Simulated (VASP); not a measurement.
# Ga (Fd-3m) in VASP: single point with r2SCAN

Aim: the single point of Ga with r2SCAN.

All numbers are computed with VASP 6.6.1; they aren't measurements. Logs are shortened: lines on timing, memory, paths and dates and some standing lists are left out, and cuts for length are marked.

### Step 1. The cell of the first run

It takes space group Fd-3m (No. 227, cubic). The conventional cell has a = 5.777 Å, b = 5.777 Å, c = 5.777 Å, α = 90.00°, β = 90.00°, γ = 90.00°. Ga (site symmetry -43m) has 4 Ga at 2.50 Å within 3.3 Å.

### Step 2. Single point, r2SCAN

Input file POSCAR:

```
Ga
1.0
    0.0000000000      2.8885239739      2.8885239739
    2.8885239739      0.0000000000      2.8885239739
    2.8885239739      2.8885239739      0.0000000000
Ga
2
Direct
    0.1250000000      0.1250000000      0.1250000000
    0.8750000000      0.8750000000      0.8750000000
```

Input file INCAR.step1:

```
SYSTEM = Ga
PREC = Accurate
ENCUT = 550
ISMEAR = -1
SIGMA = 0.1
LREAL = .False.
LASPH = .True.
NELM = 120
NBANDS = 20
GGA = PE
ALGO = Normal
EDIFF = 1E-5
LWAVE = .True.
LCHARG = .False.
GGA_COMPAT = .False.
```

Input file INCAR.step2:

```
SYSTEM = Ga
PREC = Accurate
ENCUT = 550
EDIFF = 1E-6
ISMEAR = -1
SIGMA = 0.1
LREAL = .False.
LASPH = .True.
NELM = 120
ALGO = Normal
ISIF = 2
LWAVE = .False.
LCHARG = .True.
METAGGA = R2SCAN
LMIXTAU = .True.
LELF = .True.
LVHAR = .True.
NBANDS = 20
ISTART = 1
GGA_COMPAT = .False.
```

Input file KPOINTS:

```
regular mesh
0
Gamma
  5 5 5
  0 0 0
```

Potentials or basis: VASP PAW PBE potentials, release 64 (Ga_d).

On the command line:

```console
$ cat potpaw_PBE.64/Ga_d/POTCAR > POTCAR
$ cp INCAR.step1 INCAR
$ mpirun -np 1 vasp_std > vasp.out
$ cp INCAR.step2 INCAR
$ mpirun -np 1 vasp_std > vasp.out
```

OUTCAR:

```text
SYSTEM = Ga
   PREC = Accurate
   ENCUT = 550
   EDIFF = 1E-6
   ISMEAR = -1
   LREAL = .False.
   LASPH = .True.
   NELM = 120
   ISIF = 2
   METAGGA = R2SCAN
   ISTART = 1

 ion  position               nearest neighbor table
   1  0.125  0.125  0.125-   2 2.50   2 2.50   2 2.50   2 2.50
   2  0.875  0.875  0.875-   1 2.50   1 2.50   1 2.50   1 2.50

  LATTYP: Found a face centered cubic cell.
 ALAT       =     5.7770479478

  Lattice vectors:

 A1 = (   0.0000000000,   2.8885239739,   2.8885239739)
 A2 = (   2.8885239739,   0.0000000000,   2.8885239739)
 A3 = (   2.8885239739,   2.8885239739,   0.0000000000)

Analysis of symmetry for initial positions (statically):
=====================================================================
 Subroutine PRICEL returns:
 Original cell was already a primitive cell.

 Routine SETGRP: Setting up the symmetry group for a
 face centered cubic supercell.

 Subroutine GETGRP returns: Found 48 space group operations
 (whereof 12 operations were pure point group operations)
 out of a pool of 48 trial point group operations.

The static configuration has the point symmetry D_3d.
 The point group associated with its full space group is O_h .

Analysis of symmetry for dynamics (positions and initial velocities):
=====================================================================
 Subroutine PRICEL returns:
 Original cell was already a primitive cell.

 Routine SETGRP: Setting up the symmetry group for a
 face centered cubic supercell.

 Subroutine GETGRP returns: Found 48 space group operations
 (whereof 12 operations were pure point group operations)
 out of a pool of 48 trial point group operations.

The dynamic configuration has the point symmetry D_3d.
 The point group associated with its full space group is O_h .

 Subroutine INISYM returns: Found 48 space group operations
 (whereof 12 operations are pure point group operations),
 and found     1 'primitive' translations

----------------------------------------------------------------------------------------

                                     Primitive cell

  volume of cell :      48.2012

[... 63 lines left out ...]
 SYSTEM =  Ga
   PREC   = accura    normal or accurate (medium, high low for compatibility)
   ISTART =      1    job   : 0-new  1-cont  2-samecut
   ICHARG =      0    charge: 1-file 2-atom 10-const
   ISPIN  =      1    spin polarized calculation?
   LNONCOLLINEAR =      F non collinear calculations
   LSORBIT =      F    spin-orbit coupling
   LASPH  =      T    aspherical Exc in radial PAW
   ENCUT  =  550.0 eV  40.42 Ry    6.36 a.u.   7.81  7.81  7.81*2*pi/ulx,y,z
   NELM   =    120;   NELMIN=  2; NELMDL=  0     # of ELM steps
   EDIFF  = 0.1E-05   stopping-criterion for ELM
   LREAL  =      F    real-space projection
   EDIFFG = 0.1E-04   stopping-criterion for IOM
   NSW    =      0    number of steps for IOM
   IBRION =     -1    ionic relax: 0-MD 1-quasi-New 2-CG
   NFREE  =      0    steps in history (QN), initial steepest desc. (CG)
   ISIF   =      2    stress and relaxation
   ISYM   =      2    0-nonsym 1-usesym 2-fastsym
   POTIM  = 0.5000    time-step for ionic-motion
   TEBEG  =    0.0;   TEEND  =   0.0 temperature during run
   PSTRESS=    0.0 pullay stress
   NELECT =      26.0000    total number of electrons
   NUPDOWN=      -1.0000    fix difference up-down
   EMIN   =  10.00;   EMAX   =-10.00  energy-range for DOS
   EFERMI =   0.00;   METHOD = LEGACY
   ISMEAR =    -1;   SIGMA  =   0.10  broadening in eV -4-tet -1-fermi 0-gaus
   EFERMI_NEDOS =   21; number of points for ismear=-14 and -15
   IALGO  =     38    algorithm
   IMIX   =      4    mixing-type and parameters
     AMIX     =   0.40;   BMIX     =  1.00
     AMIX_MAG =   1.60;   BMIX_MAG =  1.00
  volume/ion in A,a.u.               =      24.10       162.64
  Fermi-wavevector in a.u.,A,eV,Ry     =   1.332641  2.518327 24.163037  1.775933
  Thomas-Fermi vector in A             =   2.461561
   LORBIT       =      0    0 simple, 1 ext, 2 COOP (PROOUT), +10 PAW based schemes
   METAGGA = R2SCAN    functional components
   LHFCALC =     F    Hartree Fock is set to
   AEXX    =    0.0000 exact exchange contribution
   IVDW    =     0    specifies the selected vdW correction
   LEPSILON=     F    determine dielectric tensor
   LRPA    =     F    only Hartree local field effects (RPA)
 non-spin polarized calculation
  energy-cutoff  :      550.00
  volume of cell :       48.20
 maximum number of plane-waves:      1422
   NGX = 15   NGY = 15   NGZ = 15

 number of electron      25.9999979 magnetization

 Free energy of the ion-electron system (eV)
  ---------------------------------------------------
  ext. energy  EPLUGINS =         0.00000000
  ---------------------------------------------------
  free energy    TOTEN  =       -22.28325723 eV

  energy without entropy =      -22.22603916  energy(sigma->0) =      -22.25464820

 E-fermi :   2.5063     XC(G=0): -10.3789

 val. band max:        2.4712846555   @ k =  -0.4000   0.4000   0.0000
 cond. band min:       3.1664867734   @ k =   0.4000   0.2000   0.0000
 fundamental gap:      0.6952021179
 Fermi energy:         2.5063034131

 k-point     1 :       0.0000    0.0000    0.0000
  band No.  band energies     occupation
      1     -12.5221      2.00000
      2     -12.5221      2.00000
      3     -12.5221      2.00000
      4     -12.4759      2.00000
      5     -12.4759      2.00000
      6     -12.1234      2.00000
[... 219 lines left out ...]
     19      14.6367      0.00000
     20      16.0087      0.00000

------------------------ aborting loop because EDIFF is reached ----------------------------------------

  FORCE on cell =-STRESS in cart. coord.  units (eV):
  Direction    XX          YY          ZZ          XY          YZ          ZX
  --------------------------------------------------------------------------------------
  -------------------------------------------------------------------------------------
  Total        0.1055579      0.1055579      0.1055579      0.0000000      0.0000000     -0.0000000
  in kB        3.5086765      3.5086765      3.5086765      0.0000000      0.0000000     -0.0000000
  external PRESSURE =       3.5086765 kB  Pullay stress =       0.0000000 kB

 VOLUME and BASIS-vectors are now :
 -----------------------------------------------------------------------------
  energy-cutoff  :      550.00
  volume of cell :       48.20
      direct lattice vectors                 reciprocal lattice vectors
     0.000000000  2.888523974  2.888523974    -0.173098788  0.173098788  0.173098788
     2.888523974  0.000000000  2.888523974     0.173098788 -0.173098788  0.173098788
     2.888523974  2.888523974  0.000000000     0.173098788  0.173098788 -0.173098788

 POSITION                                       TOTAL-FORCE (eV/Angst)
 -----------------------------------------------------------------------------------
      0.72213      0.72213      0.72213        -0.000000      0.000000      0.000000
      5.05492      5.05492      5.05492         0.000000     -0.000000     -0.000000
 -----------------------------------------------------------------------------------
    total drift:                                0.000000      0.000000     -0.000000

  FREE ENERGIE OF THE ION-ELECTRON SYSTEM (eV)
  ---------------------------------------------------
  free  energy   TOTEN  =       -22.2832572341 eV

  energy  without entropy=      -22.2260391607  energy(sigma->0) =      -22.25464820
```

OSZICAR.step1:

```text
N       E                     dE             d eps       ncg     rms          rms(c)
DAV:   1     0.140458342836E+03    0.14046E+03   -0.13562E+04   424   0.229E+03
DAV:   2     0.875686360307E+01   -0.13170E+03   -0.12885E+03   416   0.408E+02
DAV:   3    -0.501042307590E+01   -0.13767E+02   -0.13698E+02   452   0.103E+02
DAV:   4    -0.528162598040E+01   -0.27120E+00   -0.27108E+00   460   0.159E+01
DAV:   5    -0.528574524980E+01   -0.41193E-02   -0.41192E-02   452   0.193E+00    0.152E+00
DAV:   6    -0.527142234727E+01    0.14323E-01   -0.58264E-02   528   0.392E+00    0.832E-01
DAV:   7    -0.527241938547E+01   -0.99704E-03   -0.11520E-02   600   0.159E+00    0.207E-01
DAV:   8    -0.527247732722E+01   -0.57942E-04   -0.26085E-03   500   0.636E-01    0.272E-02
DAV:   9    -0.527251752789E+01   -0.40201E-04   -0.16788E-04   464   0.142E-01    0.722E-03
DAV:  10    -0.527251838470E+01   -0.85680E-06   -0.13274E-05   348   0.444E-02
   1 F= -.52725184E+01 E0= -.52440601E+01  d E =-.569165E-01
```

Run time: 22 s. Hardware: 1 thread of Intel Xeon Platinum 8559C (Emerald Rapids), shared host; peak memory 0.18 GiB.

What came out:

```
Free energy            : -22.2833 eV
Pressure               : 0.4 GPa
Band gap on the k mesh : zero (band 13 reaches 5.73 eV, above the bottom of band 14 at 2.06 eV)
```

Levels at points of the mesh, in eV from the Fermi level:
```csv
k point,band 9,band 10,band 11,band 12,band 13,band 14,band 15,band 16,band 17,band 18
"(0.00, 0.00, 0.00)",-14.56,-14.56,-9.79,3.22,3.22,3.22,4.71,5.38,5.38,5.38
```

Caveat: the k points lie up to 0.38 Å⁻¹ apart; the PAW data sets were made with another functional, which shifts forces and pressure a little.
